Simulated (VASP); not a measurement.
# Si: single point with PBE

The system is Si.

```
Si
1.0
     0.00000    2.65264    2.55794
     2.65264    0.00000    2.55794
     2.65264    2.65264    0.00000
Si
2
Direct
  0.50000 0.50000 0.50000
  0.75000 0.75000 0.75000
```

This cell differs from its parent crystal: volume 17.999 Å^3 an atom, c/a of the conventional cell 0.9643.

| Property | Result |
| --- | --- |
| Program | VASP 6.6.1 |
| Task | single point |
| Functional | PBE |
| Potentials or basis | VASP PAW PBE potentials, release 64 (Si) |
| Cutoff | 520 eV |
| k mesh | 10 × 10 × 10 |
| Occupations | gaussian, width 0.05 eV |
| Spin | no spin polarisation |
| Dipole correction | no |
| Further INCAR settings | ALGO = Normal; EDIFF = 1e-06; NBANDS = 11 |

* Pressure: 14.7 GPa
* Band gap on the k mesh: zero (band 4 reaches 7.13 eV, above the bottom of band 5 at 7.11 eV)

Stress tensor (GPa, compression positive):
```
13.73  0.00  0.00
 0.00 13.73  0.00
 0.00  0.00 16.76
```

Levels at points of the mesh, in eV from the Fermi level:
```tsv
k point	band 2	band 3	band 4	band 5	band 6	band 7
(0.00, 0.00, 0.00)	-0.22	-0.22	0.03	2.39	2.51	2.51
(0.50, 0.00, 0.00)	-7.64	-1.62	-1.24	1.71	2.97	3.37
(0.50, 0.50, 0.00)	-8.15	-3.48	-3.48	0.13	0.13	10.84
(0.50, 0.00, 0.50)	-8.40	-3.17	-3.17	0.44	0.44	10.55
```

Wall time 48 s on 1 thread of Intel Xeon 6975P-C, on a shared host, peak memory 0.17 GiB.
